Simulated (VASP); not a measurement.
# MoS2 (P6_3/mmc) in VASP: further runs, part 2 of 3

VASP 6.6.1. The steps go on from the part before.

**4. Single point, PBE+D3(BJ)**

This run uses another cell than the first one, of 17.31 Å³/atom.

Contents of INCAR:

```
ALGO = Normal ; EDIFF = 1E-6
ENCUT = 520 ; GGA = PE
ISIF = 2 ; ISMEAR = 0
IVDW = 12 ; LASPH = True
LCHARG = False ; LREAL = False
LWAVE = False ; NBANDS = 35
NELM = 60 ; PREC = Accurate
SIGMA = 0.02
```

Contents of KPOINTS:

```
k-points
0
Gamma
  12 12 4
```

Contents of POSCAR:

```
MoS2
1.0
    3.1493570608      0.0000000028      0.0000000000
   -1.5746785328      2.7274232188      0.0000000000
    0.0000000000      0.0000000000     12.0931593859
Mo S
2 4
Direct
    0.6666666667      0.3333333333      0.2500000000
    0.3333333333      0.6666666667      0.7500000000
    0.6666666667      0.3333333333      0.6205173475
    0.3333333333      0.6666666667      0.3794826525
    0.6666666667      0.3333333333      0.8794826525
    0.3333333333      0.6666666667      0.1205173475
```

Potentials or basis: VASP PAW PBE potentials, release 64 (Mo_sv, S).

Command:

```sh
> cat potpaw_PBE.64/Mo_sv/POTCAR potpaw_PBE.64/S/POTCAR > POTCAR
> mpirun -np 1 vasp_std > vasp.out
```

OUTCAR:

```text
EDIFF = 1E-6
   ENCUT = 520
   GGA = PE
   ISIF = 2
   ISMEAR = 0
   IVDW = 12
   LASPH = True
   LREAL = False
   NELM = 60
   PREC = Accurate
 IVDW          = 12

 ion  position               nearest neighbor table
   1  0.667  0.333  0.250-   4 2.40   6 2.40   4 2.40   6 2.40   4 2.40   6 2.40
   2  0.333  0.667  0.750-   3 2.40   5 2.40   3 2.40   5 2.40   3 2.40   5 2.40
   3  0.667  0.333  0.621-   2 2.40   2 2.40   2 2.40
   4  0.333  0.667  0.379-   1 2.40   1 2.40   1 2.40
   5  0.667  0.333  0.879-   2 2.40   2 2.40   2 2.40
   6  0.333  0.667  0.121-   1 2.40   1 2.40   1 2.40

  LATTYP: Found a hexagonal cell.
 ALAT       =     3.1493570608
 C/A-ratio  =     3.8398819672

  Lattice vectors:

 A1 = (   3.1493570608,   0.0000000028,   0.0000000000)
 A2 = (  -1.5746785328,   2.7274232188,   0.0000000000)
 A3 = (   0.0000000000,   0.0000000000,  12.0931593859)

Analysis of symmetry for initial positions (statically):
=====================================================================
 Subroutine PRICEL returns:
 Original cell was already a primitive cell.

 Routine SETGRP: Setting up the symmetry group for a
 hexagonal supercell.

 Subroutine GETGRP returns: Found 24 space group operations
 (whereof 12 operations were pure point group operations)
 out of a pool of 24 trial point group operations.

The static configuration has the point symmetry D_3d.
 The point group associated with its full space group is D_6h.

Analysis of symmetry for dynamics (positions and initial velocities):
=====================================================================
 Subroutine PRICEL returns:
 Original cell was already a primitive cell.

 Routine SETGRP: Setting up the symmetry group for a
 hexagonal supercell.

 Subroutine GETGRP returns: Found 24 space group operations
 (whereof 12 operations were pure point group operations)
 out of a pool of 24 trial point group operations.

[... 131 lines left out ...]
  Fermi-wavevector in a.u.,A,eV,Ry     =   1.299884  2.456424 22.989737  1.689698
  Thomas-Fermi vector in A             =   2.431119
   LORBIT       =      0    0 simple, 1 ext, 2 COOP (PROOUT), +10 PAW based schemes
   GGA     = PE    functional components
   LHFCALC =     F    Hartree Fock is set to
   AEXX    =    0.0000 exact exchange contribution
   IVDW    =    12    specifies the selected vdW correction
   LEPSILON=     F    determine dielectric tensor
   LRPA    =     F    only Hartree local field effects (RPA)
 non-spin polarized calculation
 Gauss-broadening in eV      SIGMA  =   0.02
  energy-cutoff  :      520.00
  volume of cell :      103.88
 maximum number of plane-waves:      2820
 NGX is ok and might be reduce to    24
   NGX = 11   NGY = 11   NGZ = 45

 number of electron      52.0000003 magnetization

 Free energy of the ion-electron system (eV)
  ---------------------------------------------------
  ext. energy  EPLUGINS =         0.00000000
  ---------------------------------------------------
  free energy    TOTEN  =       -43.54607780 eV

  energy without entropy =      -43.54607780  energy(sigma->0) =      -43.54607780

 E-fermi :   8.0440     XC(G=0): -11.0129

 val. band max:        7.9419454633   @ k =   0.0000   0.0000   0.0000
 cond. band min:       8.7435458604   @ k =   0.1667   0.1667   0.0000
 fundamental gap:      0.8016003971
 Fermi energy:         8.0439803191

 k-point     1 :       0.0000    0.0000    0.0000
  band No.  band energies     occupation
      1     -53.5948      2.00000
      2     -53.5948      2.00000
      3     -27.7585      2.00000
      4     -27.7584      2.00000
      5     -27.5170      2.00000
      6     -27.5170      2.00000
[... 901 lines left out ...]
     34      11.5313      0.00000
     35      14.5139      0.00000

 [... further k-points ...]

------------------------ aborting loop because EDIFF is reached ----------------------------------------

 Edisp (eV)   -2.62431

 E8    (eV) :    -1.0582

  FORCE on cell =-STRESS in cart. coord.  units (eV):
  Direction    XX          YY          ZZ          XY          YZ          ZX
  --------------------------------------------------------------------------------------
  -------------------------------------------------------------------------------------
  Total      -0.08802    -0.08802    -0.13509    -0.00000     0.00000    -0.00000
  in kB      -1.35760    -1.35760    -2.08358    -0.00000     0.00000    -0.00000
  external pressure =       -1.60 kB  Pullay stress =        0.00 kB

 VOLUME and BASIS-vectors are now :
 -----------------------------------------------------------------------------
  energy-cutoff  :      520.00
  volume of cell :      103.88
      direct lattice vectors                 reciprocal lattice vectors
     3.149357061  0.000000003  0.000000000     0.317525127  0.183323218  0.000000000
    -1.574678533  2.727423219  0.000000000    -0.000000000  0.366646435  0.000000000
     0.000000000  0.000000000 12.093159386     0.000000000  0.000000000  0.082691377

 POSITION                                       TOTAL-FORCE (eV/Angst)
 -----------------------------------------------------------------------------------
      1.57468      0.90914      3.02329         0.000000      0.000000      0.000000
     -0.00000      1.81828      9.06987         0.000000     -0.000000      0.000000
      1.57468      0.90914      7.50402        -0.000000      0.000000      0.013245
     -0.00000      1.81828      4.58914        -0.000000     -0.000000     -0.013245
      1.57468      0.90914     10.63572         0.000000      0.000000     -0.013245
     -0.00000      1.81828      1.45744        -0.000000     -0.000000      0.013245
 -----------------------------------------------------------------------------------
    total drift:                               -0.000000      0.000000     -0.000000

  FREE ENERGIE OF THE ION-ELECTRON SYSTEM (eV)
  ---------------------------------------------------
  free  energy   TOTEN  =       -46.1703829921 eV

  energy  without entropy=      -46.1703829921  energy(sigma->0) =      -46.17038299
```

stdout:

```text
POSCAR found type information on POSCAR MoS
 POSCAR found :  2 types and       6 ions
 scaLAPACK will be used
 LDA part: xc-table for (Slater+PW92), standard interpolation
 POSCAR, INCAR and KPOINTS ok, starting setup
 FFT: planning ... GRIDC
 FFT: planning ... GRID_SOFT
 FFT: planning ... GRID
 WAVECAR not read
 entering main loop
```

It took 2.5 min on 1 thread of Intel Xeon Platinum 8488C (Sapphire Rapids), shared host; peak memory 0.33 GiB.

Results:

```
Free energy                : -46.1704 eV
Pressure                   : -0.2 GPa
Largest force              : 0.013 eV/Å
Band gap on the k mesh     : 0.80 eV (least direct gap 1.70 eV)
Dispersion energy per atom : -0.437 eV
```

Forces in eV/Å, atoms in the order of the input:
```
Mo   0.000  0.000  0.000
Mo   0.000  0.000  0.000
S    0.000  0.000  0.013
S    0.000  0.000 -0.013
S    0.000  0.000 -0.013
S    0.000  0.000  0.013
```

Levels at points of the mesh, in eV from the valence-band top:
```
           k point  band 24  band 25  band 26  band 27  band 28  band 29
(0.00, 0.00, 0.00)    -1.27    -1.11     0.00     2.09     2.09     2.13
(0.50, 0.00, 0.00)    -1.52    -1.48    -1.33     1.62     1.68     2.00
(0.00, 0.00, 0.50)    -2.18    -0.27    -0.27     2.10     2.10     2.10
(0.50, 0.00, 0.50)    -1.65    -1.40    -1.40     1.65     1.65     2.17
```

A k mesh can miss the band edges.

(Continued in part 3 of 3.)
